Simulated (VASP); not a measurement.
# Cu (P6/mmm) in VASP: a series of runs

Runs on Cu. Level: PBE. Tasks: single point.

Everything below comes from runs of VASP 6.6.1. Logs are shortened: lines on timing, memory, paths and dates and some standing lists are left out, and cuts for length are marked.

**1. The cell of the first run**

The structure is hexagonal, space group P6/mmm (No. 191). The conventional cell has a = 4.126 Å, b = 4.126 Å, c = 2.478 Å, α = 90.00°, β = 90.00°, γ = 120.00°. Cu (site symmetry 6/mmm) has 14 Cu at 2.48 to 2.69 Å within 3.3 Å. Within 3.1 Å of Cu (site symmetry -6m2) lie 11 Cu at 2.38 to 2.69 Å.

**2. Single point, PBE**

The input, INCAR:

```
PREC     = Accurate       # precision mode
ENCUT    = 520            # plane-wave cutoff, eV
EDIFF    = 1E-6           # SCF threshold, eV
ISMEAR   = -1             # smearing method
SIGMA    = 0.1            # smearing width, eV
LREAL    = F              # projectors in reciprocal space
LASPH    = T              # aspherical terms in the spheres
NELM     = 100            # most SCF steps
ALGO     = Normal         # electronic algorithm
ISIF     = 2              # what is computed and relaxed
LWAVE    = F              # write WAVECAR
LCHARG   = F              # write CHGCAR
GGA      = PE             # functional
NBANDS   = 24             # bands
```

The input, KPOINTS:

```
Automatic mesh
0
Gamma
  9 9 13
```

The input, POSCAR:

```
Cu
1.0
    4.1261809374      0.0000000000      0.0000000000
   -2.0630904687      3.5733775124      0.0000000000
    0.0000000000      0.0000000000      2.4784238216
Cu
3
Direct
    0.0000000000      0.0000000000      0.0000000000
    0.3333333333      0.6666666667      0.5000000000
    0.6666666667      0.3333333333      0.5000000000
```

Potentials or basis: VASP PAW PBE potentials, release 64 (Cu).

Launch:

```sh
cat potpaw_PBE.64/Cu/POTCAR > POTCAR
mpirun -np 1 vasp_std > vasp.out
```

OUTCAR:

```text
PREC = Accurate
   ENCUT = 520
   EDIFF = 1E-6
   ISMEAR = -1
   LREAL = F
   LASPH = T
   NELM = 100
   ISIF = 2
   GGA = PE

 ion  position               nearest neighbor table
   1  0.000  0.000  0.000-   2 2.69   3 2.69   2 2.69   3 2.69   3 2.69   3 2.69   2 2.69   2 2.69
                             3 2.69   3 2.69   2 2.69   2 2.69
   2  0.333  0.667  0.500-   3 2.38   3 2.38   3 2.38   1 2.69   1 2.69   1 2.69   1 2.69   1 2.69
                             1 2.69
   3  0.667  0.333  0.500-   2 2.38   2 2.38   2 2.38   1 2.69   1 2.69   1 2.69   1 2.69   1 2.69
                             1 2.69

  LATTYP: Found a hexagonal cell.
 ALAT       =     4.1261809374
 C/A-ratio  =     0.6006580563

  Lattice vectors:

 A1 = (   4.1261809374,   0.0000000000,   0.0000000000)
 A2 = (  -2.0630904687,   3.5733775124,   0.0000000000)
 A3 = (   0.0000000000,   0.0000000000,   2.4784238216)

Analysis of symmetry for initial positions (statically):
=====================================================================
 Subroutine PRICEL returns:
 Original cell was already a primitive cell.

 Routine SETGRP: Setting up the symmetry group for a
 hexagonal supercell.

 Subroutine GETGRP returns: Found 24 space group operations
 (whereof 24 operations were pure point group operations)
 out of a pool of 24 trial point group operations.

The static configuration has the point symmetry D_6h.

Analysis of symmetry for dynamics (positions and initial velocities):
=====================================================================
 Subroutine PRICEL returns:
 Original cell was already a primitive cell.

 Routine SETGRP: Setting up the symmetry group for a
 hexagonal supercell.

 Subroutine GETGRP returns: Found 24 space group operations
 (whereof 24 operations were pure point group operations)
 out of a pool of 24 trial point group operations.

The dynamic configuration has the point symmetry D_6h.

 Subroutine INISYM returns: Found 24 space group operations
 (whereof 24 operations are pure point group operations),
 and found     1 'primitive' translations

----------------------------------------------------------------------------------------

                                     Primitive cell

  volume of cell :      36.5429

  direct lattice vectors                    reciprocal lattice vectors
     4.126180937  0.000000000  0.000000000     0.242354859  0.139923643  0.000000000
    -2.063090469  3.573377512  0.000000000     0.000000000  0.279847286  0.000000000
     0.000000000  0.000000000  2.478423822     0.000000000  0.000000000  0.403482242

  length of vectors
     4.126180937  4.126180937  2.478423822     0.279847286  0.279847286  0.403482242

  position of ions in fractional coordinates (direct lattice)
     0.000000000  0.000000000  0.000000000
     0.333333333  0.666666667  0.500000000
     0.666666667  0.333333333  0.500000000

  ion indices of the primitive-cell ions
   primitive index   ion index
                 1           1
                 2           2
                 3           3

----------------------------------------------------------------------------------------

 KPOINTS: Automatic mesh

Automatic generation of k-mesh.
 Grid dimensions read from file:
 generate k-points for:    9    9   13

 Generating k-lattice:

  Cartesian coordinates                     Fractional coordinates (reciprocal lattice)
     0.026928318  0.015547071  0.000000000     0.111111111  0.000000000  0.000000000
     0.000000000  0.031094143  0.000000000     0.000000000  0.111111111  0.000000000
     0.000000000  0.000000000  0.031037096     0.000000000  0.000000000  0.076923077

  Length of vectors
     0.031094143  0.031094143  0.031037096

  Shift w.r.t. Gamma in fractional coordinates (k-lattice)
     0.000000000  0.000000000  0.000000000

 Subroutine IBZKPT returns following result:
 ===========================================

 Found     84 irreducible k-points:

 Following reciprocal coordinates:
            Coordinates               Weight
  0.000000  0.000000  0.000000      1.000000
  0.111111 -0.000000  0.000000      6.000000
  0.222222 -0.000000  0.000000      6.000000
  0.333333 -0.000000  0.000000      6.000000
  0.444444 -0.000000  0.000000      6.000000
  0.111111  0.111111  0.000000      6.000000
[... 16 lines left out ...]
  0.333333  0.222222  0.076923     24.000000
  0.333333  0.333333  0.076923      4.000000
 [... further k-points ...]
   k-points           NKPTS =     84   k-points in BZ     NKDIM =     84   number of bands    NBANDS=     24
   number of dos      NEDOS =    301   number of ions     NIONS =      3
   total plane-waves  NPLWV =  18432
   dimension x,y,z NGX =    32 NGY =   32 NGZ =   18
   dimension x,y,z NGXF=    64 NGYF=   64 NGZF=   36
   ions per type =               3
   NGX,Y,Z   is equivalent  to a cutoff of  12.89, 12.89, 12.07 a.u.
   NGXF,Y,Z  is equivalent  to a cutoff of  25.79, 25.79, 24.15 a.u.
 SYSTEM =  unknown system
   PREC   = accura    normal or accurate (medium, high low for compatibility)
   ISTART =      0    job   : 0-new  1-cont  2-samecut
   ICHARG =      2    charge: 1-file 2-atom 10-const
   ISPIN  =      1    spin polarized calculation?
   LNONCOLLINEAR =      F non collinear calculations
   LSORBIT =      F    spin-orbit coupling
   LASPH  =      T    aspherical Exc in radial PAW
   ENCUT  =  520.0 eV  38.22 Ry    6.18 a.u.   7.67  7.67  4.61*2*pi/ulx,y,z
   NELM   =    100;   NELMIN=  2; NELMDL= -5     # of ELM steps
   EDIFF  = 0.1E-05   stopping-criterion for ELM
   LREAL  =      F    real-space projection
   EDIFFG = 0.1E-04   stopping-criterion for IOM
   NSW    =      0    number of steps for IOM
   IBRION =     -1    ionic relax: 0-MD 1-quasi-New 2-CG
   NFREE  =      0    steps in history (QN), initial steepest desc. (CG)
   ISIF   =      2    stress and relaxation
   ISYM   =      2    0-nonsym 1-usesym 2-fastsym
   POTIM  = 0.5000    time-step for ionic-motion
   TEBEG  =    0.0;   TEEND  =   0.0 temperature during run
   PSTRESS=    0.0 pullay stress
   NELECT =      33.0000    total number of electrons
   NUPDOWN=      -1.0000    fix difference up-down
   EMIN   =  10.00;   EMAX   =-10.00  energy-range for DOS
   EFERMI =   0.00;   METHOD = LEGACY
   ISMEAR =    -1;   SIGMA  =   0.10  broadening in eV -4-tet -1-fermi 0-gaus
   EFERMI_NEDOS =   21; number of points for ismear=-14 and -15
   IALGO  =     38    algorithm
   IMIX   =      4    mixing-type and parameters
     AMIX     =   0.40;   BMIX     =  1.00
     AMIX_MAG =   1.60;   BMIX_MAG =  1.00
  volume/ion in A,a.u.               =      12.18        82.20
  Fermi-wavevector in a.u.,A,eV,Ry     =   1.582384  2.990272 34.068162  2.503939
  Thomas-Fermi vector in A             =   2.682315
   LORBIT       =      0    0 simple, 1 ext, 2 COOP (PROOUT), +10 PAW based schemes
   GGA     = PE    functional components
   LHFCALC =     F    Hartree Fock is set to
   AEXX    =    0.0000 exact exchange contribution
   IVDW    =     0    specifies the selected vdW correction
   LEPSILON=     F    determine dielectric tensor
   LRPA    =     F    only Hartree local field effects (RPA)
 non-spin polarized calculation
  energy-cutoff  :      520.00
  volume of cell :       36.54
 maximum number of plane-waves:      1006
 NGX is ok and might be reduce to    32
   NGX = 15   NGY = 15   NGZ =  9

 number of electron      32.9999975 magnetization

 Free energy of the ion-electron system (eV)
  ---------------------------------------------------
  ext. energy  EPLUGINS =         0.00000000
  ---------------------------------------------------
  free energy    TOTEN  =       -10.97102526 eV

  energy without entropy =      -10.93987809  energy(sigma->0) =      -10.95545168

 E-fermi :   7.2063     XC(G=0): -12.5401

 val. band max:        7.1920942080   @ k =   0.3333   0.1111   0.4615
 cond. band min:       7.2525550371   @ k =   0.4444  -0.0000   0.0769
 fundamental gap:      0.0604608290
 Fermi energy:         7.2063238937

 k-point     1 :       0.0000    0.0000    0.0000
  band No.  band energies     occupation
      1      -1.9018      2.00000
      2       2.8105      2.00000
      3       3.6802      2.00000
      4       3.6802      2.00000
      5       3.7315      2.00000
      6       3.7381      2.00000
[... 16 lines left out ...]
     23      22.0515      0.00000
     24      27.3732      0.00000

 k-point     2 :       0.1111   -0.0000    0.0000
  band No.  band energies     occupation
      1      -1.7485      2.00000
      2       2.8112      2.00000
      3       3.3713      2.00000
      4       3.5543      2.00000
      5       3.6252      2.00000
      6       3.8858      2.00000
[... 16 lines left out ...]
     23      22.2656      0.00000
     24      27.4225      0.00000

 k-point     3 :       0.2222   -0.0000    0.0000
  band No.  band energies     occupation
      1      -1.2951      2.00000
      2       2.7179      2.00000
      3       3.0384      2.00000
      4       3.3952      2.00000
      5       3.5102      2.00000
      6       3.8809      2.00000
[... 16 lines left out ...]
     23      22.8932      0.00000
     24      27.2767      0.00000

 k-point     4 :       0.3333   -0.0000    0.0000
  band No.  band energies     occupation
      1      -0.5650      2.00000
      2       2.3611      2.00000
      3       2.5858      2.00000
      4       3.3570      2.00000
      5       3.5460      2.00000
      6       3.7884      2.00000
[... 16 lines left out ...]
     23      23.8970      0.00000
     24      24.5102      0.00000

 k-point     5 :       0.4444   -0.0000    0.0000
  band No.  band energies     occupation
      1       0.3895      2.00000
      2       1.4554      2.00000
      3       2.3692      2.00000
      4       3.4879      2.00000
      5       3.6092      2.00000
      6       3.6478      2.00000
[... 451 lines left out ...]
 k-point    22 :       0.2222    0.2222    0.0769
  band No.  band energies     occupation
      1      -0.0132      2.00000
      2       2.2996      2.00000
      3       2.4787      2.00000
      4       3.4286      2.00000
      5       3.7081      2.00000
      6       3.9190      2.00000
[... 16 lines left out ...]
     23      21.7227      0.00000
     24      22.4909      0.00000

 k-point    23 :       0.3333    0.2222    0.0769
  band No.  band energies     occupation
      1       0.8616      2.00000
      2       1.7437      2.00000
      3       2.1979      2.00000
      4       3.5758      2.00000
      5       3.6767      2.00000
      6       3.8191      2.00000
[... 16 lines left out ...]
     23      23.6407      0.00000
     24      24.1636      0.00000

 k-point    24 :       0.3333    0.3333    0.0769
  band No.  band energies     occupation
      1       1.5199      2.00000
      2       1.6913      2.00000
      3       1.6913      2.00000
      4       3.6579      2.00000
      5       3.6579      2.00000
      6       3.8315      2.00000
[... 16 lines left out ...]
     23      24.6333      0.00000
     24      24.6333      0.00000

 [... further k-points ...]

------------------------ aborting loop because EDIFF is reached ----------------------------------------

  FORCE on cell =-STRESS in cart. coord.  units (eV):
  Direction    XX          YY          ZZ          XY          YZ          ZX
  --------------------------------------------------------------------------------------
  -------------------------------------------------------------------------------------
  Total        0.1888674      0.1888674      0.1633464      0.0000000     -0.0000000      0.0000000
  in kB        8.2806568      8.2806568      7.1617217      0.0000000     -0.0000000      0.0000000
  external PRESSURE =       7.9076784 kB  Pullay stress =       0.0000000 kB

 VOLUME and BASIS-vectors are now :
 -----------------------------------------------------------------------------
  energy-cutoff  :      520.00
  volume of cell :       36.54
      direct lattice vectors                 reciprocal lattice vectors
     4.126180937  0.000000000  0.000000000     0.242354859  0.139923643  0.000000000
    -2.063090469  3.573377512  0.000000000     0.000000000  0.279847286  0.000000000
     0.000000000  0.000000000  2.478423822     0.000000000  0.000000000  0.403482242

 POSITION                                       TOTAL-FORCE (eV/Angst)
 -----------------------------------------------------------------------------------
      0.00000      0.00000      0.00000        -0.000000      0.000000      0.000000
     -0.00000      2.38225      1.23921        -0.000000     -0.000000      0.000000
      2.06309      1.19113      1.23921         0.000000      0.000000      0.000000
 -----------------------------------------------------------------------------------
    total drift:                               -0.000000      0.000000      0.000000

  FREE ENERGIE OF THE ION-ELECTRON SYSTEM (eV)
  ---------------------------------------------------
  free  energy   TOTEN  =       -10.9710252624 eV

  energy  without entropy=      -10.9398780917  energy(sigma->0) =      -10.95545168
```

Wall time 34 s (1 thread of AMD EPYC 9R45 (Zen 5), shared host); peak memory 0.15 GiB.

What came out:

```yaml
Free_energy: -10.9710 eV
Pressure: 0.8 GPa
```

[end of part 1 of 2]
